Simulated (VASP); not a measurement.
Ti: single point with PBEsol

Ti:

```xyz
1
Lattice="-1.6188 1.6188 1.6188 1.6188 -1.6188 1.6188 1.6188 1.6188 -1.6188" Properties=species:S:1:pos:R:3 pbc="T T T"
Ti    0.0000    0.0000    0.0000
```

```yaml
Program: VASP 6.6.1
Task: single point
Functional: PBEsol
Potentials_or_basis: VASP PAW PBE potentials, release 64 (Ti_sv)
Cutoff: 520 eV
k_mesh: 12 × 12 × 12
Occupations: gaussian, width 0.1 eV
Spin: no spin polarisation
Dipole_correction: no
Further_INCAR_settings: ALGO = Normal; EDIFF = 1e-06; NBANDS = 12
```

```
Pressure               : -3.2 GPa
Band gap on the k mesh : zero (band 6 reaches 9.21 eV, above the bottom of band 7 at 7.58 eV)
```

Levels at points of the mesh, in eV from the Fermi level:
| k point | band 2 | band 3 | band 4 | band 5 | band 6 | band 7 | band 8 | band 9 | band 10 | band 11 |
| --- | --- | --- | --- | --- | --- | --- | --- | --- | --- | --- |
| (0.00, 0.00, 0.00) | -32.18 | -32.18 | -32.18 | -6.02 | 1.00 | 1.00 | 1.00 | 2.82 | 2.82 | 17.57 |
| (0.50, 0.00, 0.00) | -32.91 | -32.41 | -32.18 | -2.53 | -0.44 | 1.21 | 2.81 | 3.17 | 4.41 | 9.03 |
| (0.50, 0.50, 0.50) | -32.68 | -32.68 | -32.68 | -2.19 | -2.19 | 4.05 | 4.05 | 4.05 | 8.53 | 8.53 |

Run time: 54 s on 1 thread of AMD EPYC 7R13 (shared host), peak memory 0.11 GiB.

Caveat: the PAW data sets were made with another functional, which shifts forces and pressure a little.
